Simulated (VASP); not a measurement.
# Mg2B (CdCl2 type) (R-3m) in VASP: electric field gradients with PBEsol

Aim: the electric field gradients of Mg2B (CdCl2 type) with PBEsol.

All numbers are computed with VASP 6.6.1; they aren't measurements. Logs are shortened: lines on timing, memory, paths and dates and some standing lists are left out, and cuts for length are marked.

## 1. The cell of the first run

The typed cell holds 3 atoms: a = 4.073 Å, b = 4.073 Å, c = 4.073 Å, α = 59.98°, β = 59.98°, γ = 59.98°.

## 2. Electric field gradients, PBEsol

INCAR

```
ALGO = Normal ; EDIFF = 1E-8
ENCUT = 520 ; GGA = PS
ISIF = 2 ; ISMEAR = -1
LASPH = T ; LCHARG = F
LEFG = T ; LREAL = F
LWAVE = F ; NBANDS = 10
NELM = 100 ; PREC = Accurate
SIGMA = 0.05
```

KPOINTS

```
k-points
0
Gamma
  13 13 13
```

POSCAR

```
Mg2B
1.0
    2.0357014482     -1.1753127791      3.3257760552
    0.0000000000      2.3506255582      3.3257760552
   -2.0357014482     -1.1753127791      3.3257760552
B Mg
1 2
Direct
    0.0000000000      0.0000000000      0.0000000000
    0.2499887413      0.2499887413      0.2499887413
    0.7500112587      0.7500112587      0.7500112587
```

Potentials or basis: VASP PAW PBE potentials, release 64 (B, Mg).

The run is started by

```console
> cat potpaw_PBE.64/B/POTCAR potpaw_PBE.64/Mg/POTCAR > POTCAR
> mpirun -np 1 vasp_std > vasp.out
```

OUTCAR:

```text
EDIFF = 1E-8
   ENCUT = 520
   GGA = PS
   ISIF = 2
   ISMEAR = -1
   LASPH = T
   LREAL = F
   NELM = 100
   PREC = Accurate

 ion  position               nearest neighbor table
   1  0.000  0.000  0.000-   3 2.49   2 2.49   3 2.49   2 2.49   3 2.49   2 2.49   3 2.49   2 2.49

   2  0.250  0.250  0.250-   1 2.49   1 2.49   1 2.49   1 2.49   3 2.88   3 2.88   3 2.88   3 2.88
                             3 2.88   3 2.88
   3  0.750  0.750  0.750-   1 2.49   1 2.49   1 2.49   1 2.49   2 2.88   2 2.88   2 2.88   2 2.88
                             2 2.88   2 2.88

  LATTYP: Found a trigonal (rhomboedric) cell.
 ALAT       =     4.0726191676
 COS(alpha) =     0.5002986014

  Lattice vectors:

 A1 = (   2.0357014482,  -1.1753127791,   3.3257760552)
 A2 = (   0.0000000000,   2.3506255582,   3.3257760552)
 A3 = (  -2.0357014482,  -1.1753127791,   3.3257760552)

Analysis of symmetry for initial positions (statically):
=====================================================================
 Subroutine PRICEL returns:
 Original cell was already a primitive cell.

 Routine SETGRP: Setting up the symmetry group for a
 trigonal (rhombohedral) supercell.

 Subroutine GETGRP returns: Found 12 space group operations
 (whereof 12 operations were pure point group operations)
 out of a pool of 12 trial point group operations.

The static configuration has the point symmetry D_3d.

Analysis of symmetry for dynamics (positions and initial velocities):
=====================================================================
 Subroutine PRICEL returns:
 Original cell was already a primitive cell.

 Routine SETGRP: Setting up the symmetry group for a
 trigonal (rhombohedral) supercell.

 Subroutine GETGRP returns: Found 12 space group operations
 (whereof 12 operations were pure point group operations)
 out of a pool of 12 trial point group operations.

The dynamic configuration has the point symmetry D_3d.

 Subroutine INISYM returns: Found 12 space group operations
 (whereof 12 operations are pure point group operations),
 and found     1 'primitive' translations

----------------------------------------------------------------------------------------

                                     Primitive cell

  volume of cell :      47.7432

  direct lattice vectors                    reciprocal lattice vectors
     2.035701448 -1.175312779  3.325776055     0.245615584 -0.141806224  0.100227234
     0.000000000  2.350625558  3.325776055     0.000000000  0.283612447  0.100227234
    -2.035701448 -1.175312779  3.325776055    -0.245615584 -0.141806224  0.100227234

  length of vectors
     4.072619168  4.072619168  4.072619168     0.300801460  0.300801460  0.300801460

  position of ions in fractional coordinates (direct lattice)
     0.000000000  0.000000000  0.000000000
     0.249988741  0.249988741  0.249988741
     0.750011259  0.750011259  0.750011259

  ion indices of the primitive-cell ions
   primitive index   ion index
                 1           1
                 2           2
                 3           3

----------------------------------------------------------------------------------------

 KPOINTS: k-points

Automatic generation of k-mesh.
 Grid dimensions read from file:
 generate k-points for:   13   13   13

 Generating k-lattice:

  Cartesian coordinates                     Fractional coordinates (reciprocal lattice)
     0.018893506 -0.010908171  0.007709787     0.076923077  0.000000000  0.000000000
     0.000000000  0.021816342  0.007709787     0.000000000  0.076923077  0.000000000
    -0.018893506 -0.010908171  0.007709787     0.000000000  0.000000000  0.076923077

  Length of vectors
     0.023138574  0.023138574  0.023138574

  Shift w.r.t. Gamma in fractional coordinates (k-lattice)
     0.000000000  0.000000000  0.000000000

[... 34 lines left out ...]
   total plane-waves  NPLWV =  27000
   dimension x,y,z NGX =    30 NGY =   30 NGZ =   30
   dimension x,y,z NGXF=    60 NGYF=   60 NGZF=   60
   ions per type =               1   2
   NGX,Y,Z   is equivalent  to a cutoff of  12.25, 12.25, 12.25 a.u.
   NGXF,Y,Z  is equivalent  to a cutoff of  24.49, 24.49, 24.49 a.u.
 SYSTEM =  unknown system
   PREC   = accura    normal or accurate (medium, high low for compatibility)
   ISTART =      0    job   : 0-new  1-cont  2-samecut
   ICHARG =      2    charge: 1-file 2-atom 10-const
   ISPIN  =      1    spin polarized calculation?
   LNONCOLLINEAR =      F non collinear calculations
   LSORBIT =      F    spin-orbit coupling
   LASPH  =      T    aspherical Exc in radial PAW
   ENCUT  =  520.0 eV  38.22 Ry    6.18 a.u.   7.57  7.57  7.57*2*pi/ulx,y,z
   NELM   =    100;   NELMIN=  2; NELMDL= -5     # of ELM steps
   EDIFF  = 0.1E-07   stopping-criterion for ELM
   LREAL  =      F    real-space projection
   EDIFFG = 0.1E-06   stopping-criterion for IOM
   NSW    =      0    number of steps for IOM
   IBRION =     -1    ionic relax: 0-MD 1-quasi-New 2-CG
   NFREE  =      0    steps in history (QN), initial steepest desc. (CG)
   ISIF   =      2    stress and relaxation
   ISYM   =      2    0-nonsym 1-usesym 2-fastsym
   POTIM  = 0.5000    time-step for ionic-motion
   TEBEG  =    0.0;   TEEND  =   0.0 temperature during run
   PSTRESS=    0.0 pullay stress
   NELECT =       7.0000    total number of electrons
   NUPDOWN=      -1.0000    fix difference up-down
   EMIN   =  10.00;   EMAX   =-10.00  energy-range for DOS
   EFERMI =   0.00;   METHOD = LEGACY
   ISMEAR =    -1;   SIGMA  =   0.05  broadening in eV -4-tet -1-fermi 0-gaus
   EFERMI_NEDOS =   21; number of points for ismear=-14 and -15
   IALGO  =     38    algorithm
   IMIX   =      4    mixing-type and parameters
     AMIX     =   0.40;   BMIX     =  1.00
     AMIX_MAG =   1.60;   BMIX_MAG =  1.00
  volume/ion in A,a.u.               =      15.91       107.40
  Fermi-wavevector in a.u.,A,eV,Ry     =   0.863251  1.631307 10.139084  0.745202
  Thomas-Fermi vector in A             =   1.981173
   LORBIT       =      0    0 simple, 1 ext, 2 COOP (PROOUT), +10 PAW based schemes
   GGA     = PS    functional components
   LHFCALC =     F    Hartree Fock is set to
   AEXX    =    0.0000 exact exchange contribution
   IVDW    =     0    specifies the selected vdW correction
   LEPSILON=     F    determine dielectric tensor
   LRPA    =     F    only Hartree local field effects (RPA)
 non-spin polarized calculation
  energy-cutoff  :      520.00
  volume of cell :       47.74
 maximum number of plane-waves:      1307
   NGX = 15   NGY = 15   NGZ = 15

 number of electron       7.0000000 magnetization

 Free energy of the ion-electron system (eV)
  ---------------------------------------------------
  ext. energy  EPLUGINS =         0.00000000
  ---------------------------------------------------
  free energy    TOTEN  =        -9.41420549 eV

  energy without entropy =       -9.40090496  energy(sigma->0) =       -9.40755523

 E-fermi :   2.7909     XC(G=0):  -9.3959

 val. band max:        2.7799696065   @ k =  -0.4615  -0.4615   0.3846
 cond. band min:       2.8095380980   @ k =   0.1538   0.0769   0.0769
 fundamental gap:      0.0295684915
 Fermi energy:         2.7909150801

 k-point     1 :       0.0000    0.0000    0.0000
  band No.  band energies     occupation
      1      -5.7711      2.00000
      2       3.7060      0.00000
      3       3.7082      0.00000
      4       3.7082      0.00000
      5       6.3965      0.00000
      6       8.0472      0.00000
      7       8.0545      0.00000
      8       8.0545      0.00000
      9      11.3085      0.00000
     10      11.3085      0.00000
[... 287 lines left out ...]
 k-point    24 :       0.4615    0.1538    0.0000
  band No.  band energies     occupation
      1      -3.8531      2.00000
      2      -0.8073      2.00000
      3       2.2134      1.99998
      4       2.6801      1.80358
      5       6.1496      0.00000
      6       7.8645      0.00000
      7       8.5288      0.00000
      8       9.4246      0.00000
      9      11.2871      0.00000
     10      13.4111      0.00000

 [... further k-points ...]
[... 5 lines left out ...]
  --------------------------------------------------------------------------------------
  -------------------------------------------------------------------------------------
  Total        0.0075589      0.0075589     -0.0016365      0.0000000     -0.0000000      0.0000000
  in kB        0.2536618      0.2536618     -0.0549181      0.0000000     -0.0000000      0.0000000
  external PRESSURE =       0.1508018 kB  Pullay stress =       0.0000000 kB

 VOLUME and BASIS-vectors are now :
 -----------------------------------------------------------------------------
  energy-cutoff  :      520.00
  volume of cell :       47.74
      direct lattice vectors                 reciprocal lattice vectors
     2.035701448 -1.175312779  3.325776055     0.245615584 -0.141806224  0.100227234
     0.000000000  2.350625558  3.325776055     0.000000000  0.283612447  0.100227234
    -2.035701448 -1.175312779  3.325776055    -0.245615584 -0.141806224  0.100227234

 POSITION                                       TOTAL-FORCE (eV/Angst)
 -----------------------------------------------------------------------------------
      0.00000      0.00000      0.00000         0.000000     -0.000000      0.000000
      0.00000      0.00000      2.49422         0.000000      0.000000      0.000256
      0.00000      0.00000      7.48311         0.000000      0.000000     -0.000256
 -----------------------------------------------------------------------------------
    total drift:                                0.000000      0.000000     -0.000000

  FREE ENERGIE OF THE ION-ELECTRON SYSTEM (eV)
  ---------------------------------------------------
  free  energy   TOTEN  =        -9.4142054904 eV

  energy  without entropy=       -9.4009049619  energy(sigma->0) =       -9.40755523

 Electric field gradients (V/A^2)
---------------------------------------------------------------------
 ion       V_xx      V_yy      V_zz      V_xy      V_xz      V_yz
---------------------------------------------------------------------
   1       0.001     0.001    -0.002    -0.000     0.000     0.000
   2      -0.006    -0.006     0.013    -0.000     0.000    -0.000
   3      -0.006    -0.006     0.013    -0.000     0.000    -0.000
---------------------------------------------------------------------

 Electric field gradients after diagonalization (V/A^2)
 (convention: |V_zz| > |V_xx| > |V_yy|)
----------------------------------------------------------------------
 ion       V_xx      V_yy      V_zz     asymmetry (V_yy - V_xx)/ V_zz
----------------------------------------------------------------------
   1       0.001     0.001    -0.002       0.000
   2      -0.006    -0.006     0.013       0.000
   3      -0.006    -0.006     0.013       0.000
----------------------------------------------------------------------

           NMR quadrupolar parameters

 Cq : quadrupolar parameter    Cq=e*Q*V_zz/h
 eta: asymmetry parameters     (V_yy - V_xx)/ V_zz
 Q  : nuclear electric quadrupole moment in mb (millibarn)
----------------------------------------------------------------------
 ion       Cq(MHz)       eta       Q (mb)
----------------------------------------------------------------------
   1      -0.000       0.000       1.000
   2       0.000       0.000       1.000
   3       0.000       0.000       1.000
----------------------------------------------------------------------
```

Wall time 2.8 min (1 thread of Intel Xeon 8259CL, shared host); peak memory 0.26 GiB.

What came out:

```yaml
Free_energy: -9.4142 eV
Pressure: 0.0 GPa
```

Levels at points of the mesh, in eV from the Fermi level:
```
           k point  band 2  band 3  band 4  band 5  band 6  band 7
(0.00, 0.00, 0.00)    0.92    0.92    0.92    3.61    5.26    5.26
```

Caveat: without QUAD_EFG the Cq values of the log hold for a quadrupole moment of 1 mb, not for the nuclei; the PAW data sets were made with another functional, which shifts forces and pressure a little.
